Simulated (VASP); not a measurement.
**CoSnH4: relaxation of cell and atoms with PBE**

The system is CoSnH4.

```
CELL_PARAMETERS angstrom
0.00000 3.04902 3.04902
3.04902 0.00000 3.04902
3.04902 3.04902 0.00000
ATOMIC_POSITIONS crystal
Co 0.00000 0.00000 0.00000
Sn 0.75000 0.75000 0.75000
H 0.37500 0.87500 0.37500
H 0.37500 0.37500 0.87500
H 0.37500 0.37500 0.37500
H 0.87500 0.37500 0.37500
```

```json
{"Program": "VASP 6.6.1", "Task": "relaxation of cell and atoms", "Functional": "PBE", "Potentials or basis": "VASP PAW PBE potentials, release 64 (Co, Sn_d, H)", "Cutoff": "600 eV", "k mesh": "6 × 6 × 6", "Occupations": "gaussian, width 0.1 eV", "Spin": "collinear spin, ferromagnetic start", "Starting moments": "[0.37, 0.0, 0.0, 0.0, 0.0, 0.0] μB", "Dipole correction": "no", "Further INCAR settings": "ALGO = Normal; EDIFF = 1e-07; IBRION = 2; EDIFFG = -0.04; NSW = 90; ISIF = 3"}
```

| Property | Result |
| --- | --- |
| Relaxed volume | 8.12 Å³/atom |
| Relaxed cell | a = 4.100 Å, b = 4.100 Å, c = 4.100 Å, α = 60.00°, β = 60.00°, γ = 60.00° |
| Space group after relaxing (to 0.05 Å) | F-43m (No. 216) |
| Energy gained by relaxing | 106.1 meV/atom |
| Ionic steps | 19 |
| Pressure after relaxing | 0.8 GPa |
| Net moment | 0.00 μB per cell |
| Valence electrons inside the program's atomic spheres | Co 8.26; Sn 12.39; H 0.43 |

The path:
```tsv
step	energy change (eV)	largest force (eV/Å)	pressure (GPa)	volume (Å³)
1	0.0000	0.1059	-12.46	56.69
2	-0.3529	0.1935	-5.85	50.87
3	-0.4117	0.2248	-0.72	48.20
4	-0.4126	0.2303	0.33	47.78
5	-0.4126	0.2281	-0.14	47.95
6	-0.4235	0.2193	-0.07	47.89
7	-0.4533	0.1900	0.28	47.69
8	-0.4961	0.1219	1.29	47.30
9	-0.5670	0.1163	4.76	46.54
10	0.2032	2.3349	18.90	45.02
11	-0.5682	0.1098	4.95	46.49
12	-0.5712	0.0123	7.42	46.09
13	-0.5748	0.0663	6.12	46.29
14	-0.5829	0.0586	5.78	46.45
15	-0.6035	0.0224	4.91	46.94
16	-0.6183	0.1425	3.43	47.91
17	-0.6190	0.0983	3.72	47.71
18	-0.6261	0.0654	2.94	47.97
19	-0.6364	0.0195	0.76	48.74
```

Final structure:
```xyz
6
Lattice="0.0000 2.8992 2.8992 2.8992 0.0000 2.8992 2.8992 2.8992 0.0000" Properties=species:S:1:pos:R:3 pbc="T T T"
Co    0.0000    0.0000    0.0000
Sn    4.3488    4.3488    4.3488
H     3.8420    1.9564    3.8420
H     3.8420    3.8420    1.9564
H     1.9564    1.9564    1.9564
H     1.9564    3.8420    3.8420
```

Levels at points of the mesh, in eV from the Fermi level:
Spin up:
| k point | band 9 | band 10 | band 11 | band 12 | band 13 | band 14 | band 15 | band 16 | band 17 |
| --- | --- | --- | --- | --- | --- | --- | --- | --- | --- |
| (0.00, 0.00, 0.00) | -2.82 | -2.82 | -1.06 | -1.06 | 1.37 | 1.37 | 1.37 | 4.74 | 4.74 |
| (0.50, 0.00, 0.00) | -2.55 | -1.28 | -1.01 | -1.01 | -0.24 | 0.45 | 0.45 | 2.48 | 2.48 |
| (0.50, 0.50, 0.00) | -3.14 | -3.14 | -1.09 | -1.09 | -0.93 | -0.91 | 0.48 | 2.07 | 6.35 |
Spin down:
```csv
k point,band 9,band 10,band 11,band 12,band 13,band 14,band 15,band 16,band 17
"(0.00, 0.00, 0.00)",-2.82,-2.82,-1.06,-1.06,1.37,1.37,1.37,4.74,4.74
"(0.50, 0.00, 0.00)",-2.55,-1.28,-1.01,-1.01,-0.24,0.45,0.45,2.48,2.48
"(0.50, 0.50, 0.00)",-3.14,-3.14,-1.09,-1.09,-0.93,-0.91,0.48,2.07,6.35
```

Run time: 16 min on 1 thread of Oxide Virtual Turin-like Processor, with other jobs on the host, peak memory 0.24 GiB.

Caveat: spin-orbit coupling is left out, which moves the levels of the heavy elements.
